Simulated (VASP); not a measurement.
# ZnS (I-4m2) in VASP: further runs

The runs below take ZnS through single point, with PBEsol.

Everything below comes from runs of VASP 6.6.1. Logs are shortened: lines on timing, memory, paths and dates and some standing lists are left out, and cuts for length are marked.

## 1. The cell of the first run

Symmetry: I-4m2, No. 119, tetragonal system. The conventional cell has a = 3.825 Å, b = 3.825 Å, c = 5.355 Å, α = 90.00°, β = 90.00°, γ = 90.00°. Within 3.1 Å of Zn (site symmetry -4m2) lie 4 S at 2.33 Å. S (site symmetry -4m2) has 4 Zn at 2.33 Å within 3.1 Å.

## 2. Single point, PBEsol (zz strain of -1 %)

Input file INCAR:

```
SYSTEM = ZnS
PREC = Accurate
ENCUT = 520
EDIFF = 1E-6
ISMEAR = -1
SIGMA = 0.01
LREAL = .FALSE.
LASPH = .TRUE.
NELM = 100
ALGO = Normal
ISIF = 2
LWAVE = .FALSE.
LCHARG = .TRUE.
GGA = PS
LELF = .TRUE.
LVHAR = .TRUE.
NBANDS = 16
```

Input file KPOINTS:

```
Automatic mesh
0
G
  8 8 8
  0 0 0
```

Input file POSCAR:

```
ZnS
1.0
    0.0000000000      2.7046500000      2.6776035000
    2.7046500000      0.0000000000      2.6776035000
    2.7046500000      2.7046500000      0.0000000000
Zn S
1 1
Direct
    0.0000000000      0.0000000000      0.0000000000
    0.7500000000      0.7500000000      0.7500000000
```

Potentials or basis: VASP PAW PBE potentials, release 64 (Zn, S).

Started as:

```console
cat potpaw_PBE.64/Zn/POTCAR potpaw_PBE.64/S/POTCAR > POTCAR
mpirun -np 1 vasp_std > vasp.out
```

OUTCAR:

```text
SYSTEM = ZnS
   PREC = Accurate
   ENCUT = 520
   EDIFF = 1E-6
   ISMEAR = -1
   LREAL = .FALSE.
   LASPH = .TRUE.
   NELM = 100
   ISIF = 2
   GGA = PS

 ion  position               nearest neighbor table
   1  0.000  0.000  0.000-   2 2.33   2 2.33   2 2.33   2 2.33
   2  0.750  0.750  0.750-   1 2.33   1 2.33   1 2.33   1 2.33

  LATTYP: Found a body centered tetragonal cell.
 ALAT       =     3.8249527115
 C/A-ratio  =     1.4000714267

  Lattice vectors:

 A1 = (   0.0000000000,  -2.7046500000,  -2.6776035000)
 A2 = (   0.0000000000,   2.7046500000,  -2.6776035000)
 A3 = (   2.7046500000,   0.0000000000,   2.6776035000)

Analysis of symmetry for initial positions (statically):
=====================================================================
 Subroutine PRICEL returns:
 Original cell was already a primitive cell.

 Routine SETGRP: Setting up the symmetry group for a
 body centered tetragonal supercell.

 Subroutine GETGRP returns: Found  8 space group operations
 (whereof  8 operations were pure point group operations)
 out of a pool of 16 trial point group operations.

The static configuration has the point symmetry D_2d.

Analysis of symmetry for dynamics (positions and initial velocities):
=====================================================================
 Subroutine PRICEL returns:
 Original cell was already a primitive cell.

 Routine SETGRP: Setting up the symmetry group for a
 body centered tetragonal supercell.

 Subroutine GETGRP returns: Found  8 space group operations
 (whereof  8 operations were pure point group operations)
 out of a pool of 16 trial point group operations.

The dynamic configuration has the point symmetry D_2d.

 Subroutine INISYM returns: Found  8 space group operations
 (whereof  8 operations are pure point group operations),
 and found     1 'primitive' translations

----------------------------------------------------------------------------------------

                                     Primitive cell

  volume of cell :      39.1740

  direct lattice vectors                    reciprocal lattice vectors
     0.000000000  2.704650000  2.677603500    -0.184866803  0.184866803  0.186734145
[... 74 lines left out ...]
   NGX,Y,Z   is equivalent  to a cutoff of  12.23, 12.23, 12.17 a.u.
   NGXF,Y,Z  is equivalent  to a cutoff of  24.46, 24.46, 24.34 a.u.
 SYSTEM =  ZnS
   PREC   = accura    normal or accurate (medium, high low for compatibility)
   ISTART =      0    job   : 0-new  1-cont  2-samecut
   ICHARG =      2    charge: 1-file 2-atom 10-const
   ISPIN  =      1    spin polarized calculation?
   LNONCOLLINEAR =      F non collinear calculations
   LSORBIT =      F    spin-orbit coupling
   LASPH  =      T    aspherical Exc in radial PAW
   ENCUT  =  520.0 eV  38.22 Ry    6.18 a.u.   7.08  7.08  7.11*2*pi/ulx,y,z
   NELM   =    100;   NELMIN=  2; NELMDL= -5     # of ELM steps
   EDIFF  = 0.1E-05   stopping-criterion for ELM
   LREAL  =      F    real-space projection
   EDIFFG = 0.1E-04   stopping-criterion for IOM
   NSW    =      0    number of steps for IOM
   IBRION =     -1    ionic relax: 0-MD 1-quasi-New 2-CG
   NFREE  =      0    steps in history (QN), initial steepest desc. (CG)
   ISIF   =      2    stress and relaxation
   ISYM   =      2    0-nonsym 1-usesym 2-fastsym
   POTIM  = 0.5000    time-step for ionic-motion
   TEBEG  =    0.0;   TEEND  =   0.0 temperature during run
   PSTRESS=    0.0 pullay stress
   NELECT =      18.0000    total number of electrons
   NUPDOWN=      -1.0000    fix difference up-down
   EMIN   =  10.00;   EMAX   =-10.00  energy-range for DOS
   EFERMI =   0.00;   METHOD = LEGACY
   ISMEAR =    -1;   SIGMA  =   0.01  broadening in eV -4-tet -1-fermi 0-gaus
   EFERMI_NEDOS =   21; number of points for ismear=-14 and -15
   IALGO  =     38    algorithm
   IMIX   =      4    mixing-type and parameters
     AMIX     =   0.40;   BMIX     =  1.00
     AMIX_MAG =   1.60;   BMIX_MAG =  1.00
  volume/ion in A,a.u.               =      19.59       132.18
  Fermi-wavevector in a.u.,A,eV,Ry     =   1.263280  2.387253 21.713207  1.595876
  Thomas-Fermi vector in A             =   2.396645
   LORBIT       =      0    0 simple, 1 ext, 2 COOP (PROOUT), +10 PAW based schemes
   GGA     = PS    functional components
   LHFCALC =     F    Hartree Fock is set to
   AEXX    =    0.0000 exact exchange contribution
   IVDW    =     0    specifies the selected vdW correction
   LEPSILON=     F    determine dielectric tensor
   LRPA    =     F    only Hartree local field effects (RPA)
 non-spin polarized calculation
  energy-cutoff  :      520.00
  volume of cell :       39.17
 maximum number of plane-waves:      1064
   NGX = 15   NGY = 15   NGZ = 15

 number of electron      18.0000006 magnetization

 Free energy of the ion-electron system (eV)
  ---------------------------------------------------
  ext. energy  EPLUGINS =         0.00000000
  ---------------------------------------------------
  free energy    TOTEN  =        -7.58582600 eV

  energy without entropy =       -7.58582600  energy(sigma->0) =       -7.58582600

 E-fermi :   2.3547     XC(G=0):  -9.8834

 val. band max:        2.1030314764   @ k =   0.0000   0.0000   0.0000
 cond. band min:       4.0877863070   @ k =   0.0000   0.0000   0.0000
 fundamental gap:      1.9847548306
 Fermi energy:         2.3546709387

 k-point     1 :       0.0000    0.0000    0.0000
  band No.  band energies     occupation
      1     -11.1250      2.00000
      2      -4.3224      2.00000
      3      -4.3224      2.00000
      4      -4.3165      2.00000
      5      -3.8145      2.00000
      6      -3.8112      2.00000
[... 433 lines left out ...]
      3      -4.1857      2.00000
      4      -4.1364      2.00000
      5      -3.8134      2.00000
      6      -3.7793      2.00000
[... 8 lines left out ...]
     15      14.7421      0.00000
     16      15.0006      0.00000

 [... further k-points ...]
[... 5 lines left out ...]
  --------------------------------------------------------------------------------------
  -------------------------------------------------------------------------------------
  Total       -0.3469515     -0.3469515     -0.2445999      0.0000000      0.0000000      0.0000000
  in kB      -14.1899520    -14.1899520    -10.0038777      0.0000000      0.0000000      0.0000000
  external PRESSURE =     -12.7945939 kB  Pullay stress =       0.0000000 kB

 VOLUME and BASIS-vectors are now :
 -----------------------------------------------------------------------------
  energy-cutoff  :      520.00
  volume of cell :       39.17
      direct lattice vectors                 reciprocal lattice vectors
     0.000000000  2.704650000  2.677603500    -0.184866803  0.184866803  0.186734145
     2.704650000  0.000000000  2.677603500     0.184866803 -0.184866803  0.186734145
     2.704650000  2.704650000  0.000000000     0.184866803  0.184866803 -0.186734145

 POSITION                                       TOTAL-FORCE (eV/Angst)
 -----------------------------------------------------------------------------------
      0.00000      0.00000      0.00000         0.000000      0.000000      0.000000
      4.05697      4.05697      4.01641        -0.000000     -0.000000     -0.000000
 -----------------------------------------------------------------------------------
    total drift:                               -0.000002     -0.000002     -0.000001

  FREE ENERGIE OF THE ION-ELECTRON SYSTEM (eV)
  ---------------------------------------------------
  free  energy   TOTEN  =        -7.5858260046 eV

  energy  without entropy=       -7.5858260046  energy(sigma->0) =       -7.58582600
```

Run time: 41 s. Hardware: 1 thread of Intel Xeon 6975P-C, shared host; peak memory 0.18 GiB.

What came out:

- Free energy: -7.5858 eV
- Pressure: -1.3 GPa
- Band gap on the k mesh: 1.98 eV, direct

Caveat: the cell differs from its parent crystal (zz strain of -1 %); the PAW data sets were made with another functional, which shifts forces and pressure a little.

## 3. Single point, PBEsol (zz strain of +1 %)

Input file INCAR:

```
SYSTEM = ZnS
ALGO = Normal
EDIFF = 1E-6
ENCUT = 520
GGA = PS
ISIF = 2
ISMEAR = -1
LASPH = .True.
LCHARG = .False.
LREAL = .False.
LWAVE = .False.
NBANDS = 16
NELM = 100
PREC = Accurate
SIGMA = 0.01
```

Input file KPOINTS:

```
k-points
0
Gamma
  8 8 8
  0 0 0
```

Input file POSCAR:

```
ZnS
1.0
    0.0000000000      2.7046500000      2.7316965000
    2.7046500000      0.0000000000      2.7316965000
    2.7046500000      2.7046500000      0.0000000000
Zn S
1 1
Direct
    0.0000000000      0.0000000000      0.0000000000
    0.7500000000      0.7500000000      0.7500000000
```

Potentials or basis: VASP PAW PBE potentials, release 64 (Zn, S).

Started as:

```console
cat potpaw_PBE.64/Zn/POTCAR potpaw_PBE.64/S/POTCAR > POTCAR
mpirun -np 1 vasp_std > vasp.out
```

OUTCAR:

```text
SYSTEM = ZnS
   EDIFF = 1E-6
   ENCUT = 520
   GGA = PS
   ISIF = 2
   ISMEAR = -1
   LASPH = .True.
   LREAL = .False.
   NELM = 100
   PREC = Accurate

 ion  position               nearest neighbor table
   1  0.000  0.000  0.000-   2 2.35   2 2.35   2 2.35   2 2.35
   2  0.750  0.750  0.750-   1 2.35   1 2.35   1 2.35   1 2.35

  LATTYP: Found a body centered tetragonal cell.
 ALAT       =     3.8249527115
 C/A-ratio  =     1.4283556980

  Lattice vectors:

 A1 = (  -2.7046500000,   0.0000000000,   2.7316965000)
 A2 = (   2.7046500000,   0.0000000000,   2.7316965000)
 A3 = (   0.0000000000,   2.7046500000,  -2.7316965000)

Analysis of symmetry for initial positions (statically):
=====================================================================
 Subroutine PRICEL returns:
 Original cell was already a primitive cell.

 Routine SETGRP: Setting up the symmetry group for a
 body centered tetragonal supercell.

 Subroutine GETGRP returns: Found  8 space group operations
 (whereof  8 operations were pure point group operations)
 out of a pool of 16 trial point group operations.

The static configuration has the point symmetry D_2d.

Analysis of symmetry for dynamics (positions and initial velocities):
=====================================================================
 Subroutine PRICEL returns:
 Original cell was already a primitive cell.

 Routine SETGRP: Setting up the symmetry group for a
 body centered tetragonal supercell.

 Subroutine GETGRP returns: Found  8 space group operations
 (whereof  8 operations were pure point group operations)
 out of a pool of 16 trial point group operations.

The dynamic configuration has the point symmetry D_2d.

 Subroutine INISYM returns: Found  8 space group operations
 (whereof  8 operations are pure point group operations),
 and found     1 'primitive' translations

----------------------------------------------------------------------------------------

[... 112 lines left out ...]
     AMIX_MAG =   1.60;   BMIX_MAG =  1.00
  volume/ion in A,a.u.               =      19.98       134.85
  Fermi-wavevector in a.u.,A,eV,Ry     =   1.254886  2.371390 21.425610  1.574738
  Thomas-Fermi vector in A             =   2.388669
   LORBIT       =      0    0 simple, 1 ext, 2 COOP (PROOUT), +10 PAW based schemes
   GGA     = PS    functional components
   LHFCALC =     F    Hartree Fock is set to
   AEXX    =    0.0000 exact exchange contribution
   IVDW    =     0    specifies the selected vdW correction
   LEPSILON=     F    determine dielectric tensor
   LRPA    =     F    only Hartree local field effects (RPA)
 non-spin polarized calculation
  energy-cutoff  :      520.00
  volume of cell :       39.97
 maximum number of plane-waves:      1098
 NGX is ok and might be reduce to    30
   NGX = 15   NGY = 15   NGZ = 15

 number of electron      18.0000002 magnetization

 Free energy of the ion-electron system (eV)
  ---------------------------------------------------
  ext. energy  EPLUGINS =         0.00000000
  ---------------------------------------------------
  free energy    TOTEN  =        -7.57615152 eV

  energy without entropy =       -7.57615152  energy(sigma->0) =       -7.57615152

 E-fermi :   2.1835     XC(G=0):  -9.7896

 val. band max:        1.9056251573   @ k =   0.0000   0.0000   0.0000
 cond. band min:       3.8158172744   @ k =   0.0000   0.0000   0.0000
 fundamental gap:      1.9101921171
 Fermi energy:         2.1834915499

 k-point     1 :       0.0000    0.0000    0.0000
  band No.  band energies     occupation
      1     -11.1711      2.00000
      2      -4.4298      2.00000
      3      -4.4240      2.00000
      4      -4.4240      2.00000
      5      -3.9434      2.00000
      6      -3.9404      2.00000
[... 433 lines left out ...]
      3      -4.2999      2.00000
      4      -4.2428      2.00000
      5      -3.9397      2.00000
      6      -3.9091      2.00000
[... 8 lines left out ...]
     15      14.5206      0.00000
     16      14.7555      0.00000

 [... further k-points ...]

------------------------ aborting loop because EDIFF is reached ----------------------------------------

  FORCE on cell =-STRESS in cart. coord.  units (eV):
  Direction    XX          YY          ZZ          XY          YZ          ZX
  --------------------------------------------------------------------------------------
  -------------------------------------------------------------------------------------
  Total       -0.6296320     -0.6296320     -0.7394671      0.0000000      0.0000000      0.0000000
  in kB      -25.2413605    -25.2413605    -29.6445511      0.0000000      0.0000000      0.0000000
  external PRESSURE =     -26.7090907 kB  Pullay stress =       0.0000000 kB

 VOLUME and BASIS-vectors are now :
 -----------------------------------------------------------------------------
  energy-cutoff  :      520.00
  volume of cell :       39.97
      direct lattice vectors                 reciprocal lattice vectors
     0.000000000  2.704650000  2.731696500    -0.184866803  0.184866803  0.183036439
     2.704650000  0.000000000  2.731696500     0.184866803 -0.184866803  0.183036439
     2.704650000  2.704650000  0.000000000     0.184866803  0.184866803 -0.183036439

 POSITION                                       TOTAL-FORCE (eV/Angst)
 -----------------------------------------------------------------------------------
      0.00000      0.00000      0.00000         0.000000      0.000000      0.000000
      4.05697      4.05697      4.09754        -0.000000     -0.000000     -0.000000
 -----------------------------------------------------------------------------------
    total drift:                               -0.000006     -0.000006     -0.000010

  FREE ENERGIE OF THE ION-ELECTRON SYSTEM (eV)
  ---------------------------------------------------
  free  energy   TOTEN  =        -7.5761515165 eV

  energy  without entropy=       -7.5761515165  energy(sigma->0) =       -7.57615152
```

OSZICAR:

```text
N       E                     dE             d eps       ncg     rms          rms(c)
DAV:   1     0.882500221104E+02    0.88250E+02   -0.87441E+03  1888   0.133E+03
DAV:   2    -0.229345130349E+01   -0.90543E+02   -0.84954E+02  2184   0.257E+02
DAV:   3    -0.791896238813E+01   -0.56255E+01   -0.56007E+01  2304   0.632E+01
DAV:   4    -0.797896634404E+01   -0.60004E-01   -0.59989E-01  2400   0.675E+00
DAV:   5    -0.797967468562E+01   -0.70834E-03   -0.70833E-03  2312   0.705E-01    0.649E+00
DAV:   6    -0.759890519895E+01    0.38077E+00   -0.78188E-01  2776   0.320E+01    0.513E+00
DAV:   7    -0.757957911565E+01    0.19326E-01   -0.22399E-01  2248   0.465E+00    0.248E+00
DAV:   8    -0.757623348928E+01    0.33456E-02   -0.48389E-03  2736   0.868E-01    0.578E-01
DAV:   9    -0.757607068326E+01    0.16281E-03   -0.93795E-04  2256   0.263E-01    0.953E-02
DAV:  10    -0.757616008113E+01   -0.89398E-04   -0.15620E-04  2400   0.931E-02    0.266E-02
DAV:  11    -0.757615124191E+01    0.88392E-05   -0.27824E-05  2272   0.449E-02    0.642E-03
DAV:  12    -0.757615151648E+01   -0.27458E-06   -0.24809E-06  2376   0.192E-02
   1 F= -.75761515E+01 E0= -.75761515E+01  d E =-.195595E-14
```

Wall time 47 s (1 thread of Intel Xeon 6975P-C, shared host); peak memory 0.18 GiB.

Results:

```
Free energy            : -7.5762 eV
Pressure               : -2.7 GPa
Band gap on the k mesh : 1.91 eV, direct
```

Stress tensor (GPa, compression positive):
```
-2.52  0.00  0.00
 0.00 -2.52  0.00
 0.00  0.00 -2.96
```

Levels at points of the mesh, in eV from the valence-band top:
```tsv
k point	band 7	band 8	band 9	band 10	band 11	band 12
(0.00, 0.00, 0.00)	-0.04	0.00	0.00	1.91	6.30	6.31
(0.50, 0.00, 0.00)	-5.29	-0.90	-0.84	3.16	6.79	6.87
(0.50, 0.50, 0.00)	-4.61	-2.18	-2.18	3.29	4.02	10.65
(0.50, 0.00, 0.50)	-4.55	-2.24	-2.22	3.24	3.93	10.76
```

Caveat: the cell differs from its parent crystal (zz strain of +1 %); the PAW data sets were made with another functional, which shifts forces and pressure a little.

## 4. Single point, PBEsol (zz strain of +2 %)

Input file INCAR:

```
SYSTEM = ZnS
  PREC = Accurate
  ENCUT = 520
  EDIFF = 1E-6
  ISMEAR = -1
  SIGMA = 0.01
  LREAL = .False.
  LASPH = .True.
  NELM = 100
  ALGO = Normal
  ISIF = 2
  LWAVE = .False.
  LCHARG = .False.
  GGA = PS
  NBANDS = 16
```

Input file KPOINTS:

```
Automatic mesh
0
Gamma
  8 8 8
  0 0 0
```

Input file POSCAR:

```
ZnS
1.0
    0.0000000000      2.7046500000      2.7587430000
    2.7046500000      0.0000000000      2.7587430000
    2.7046500000      2.7046500000      0.0000000000
Zn S
1 1
Direct
    0.0000000000      0.0000000000      0.0000000000
    0.7500000000      0.7500000000      0.7500000000
```

Started as:

```console
cat potpaw_PBE.64/Zn/POTCAR potpaw_PBE.64/S/POTCAR > POTCAR
mpirun -np 1 vasp_std > vasp.out
```

Wall time 48 s (1 thread of Intel Xeon 6975P-C, shared host); peak memory 0.18 GiB.

It converged, with:

```
Free energy            : -7.5677 eV
Pressure               : -3.3 GPa
Band gap on the k mesh : 1.86 eV, direct
```

Stress tensor (GPa, compression positive):
```
-3.02  0.00  0.00
 0.00 -3.02  0.00
 0.00  0.00 -3.91
```

Levels at points of the mesh, in eV from the valence-band top:
| k point | band 5 | band 6 | band 7 | band 8 | band 9 | band 10 | band 11 | band 12 | band 13 | band 14 |
| --- | --- | --- | --- | --- | --- | --- | --- | --- | --- | --- |
| (0.00, 0.00, 0.00) | -5.84 | -5.83 | -0.07 | 0.00 | 0.00 | 1.86 | 6.30 | 6.30 | 6.30 | 11.43 |
| (0.50, 0.00, 0.00) | -5.80 | -5.64 | -5.24 | -0.92 | -0.81 | 3.12 | 6.74 | 6.91 | 8.59 | 11.83 |
| (0.50, 0.50, 0.00) | -5.76 | -5.65 | -4.62 | -2.12 | -2.12 | 3.33 | 4.07 | 10.50 | 11.72 | 11.72 |
| (0.50, 0.00, 0.50) | -5.76 | -5.62 | -4.50 | -2.24 | -2.20 | 3.23 | 3.88 | 10.71 | 11.58 | 11.76 |

Caveat: the cell differs from its parent crystal (zz strain of +2 %); the PAW data sets were made with another functional, which shifts forces and pressure a little.

## 5. Summary

| cell | gap on the mesh (eV) | pressure (GPa) |
| --- | --- | --- |
| a = 3.806, b = 3.806, c = 3.825 Å, angles 59.8, 59.8, 60.3°, 2 atoms | 1.98 | -1.3 |
| a = 3.844, b = 3.844, c = 3.825 Å, angles 60.2, 60.2, 59.7°, 2 atoms | 1.91 | -2.7 |
| a = 3.863, b = 3.863, c = 3.825 Å, angles 60.3, 60.3, 59.3°, 2 atoms | 1.86 | -3.3 |

Alike in all rows: task single point; level PBEsol; potentials or basis VASP PAW PBE potentials, release 64 (Zn, S); no spin polarisation; k mesh 8 × 8 × 8; cutoff (eV) 520; smearing fermi-dirac 0.01 eV.

Caveats: the PAW data sets were made with another functional, which shifts forces and pressure a little.

Total energies depend on the potentials used, so only differences within one code and one set of settings carry meaning.
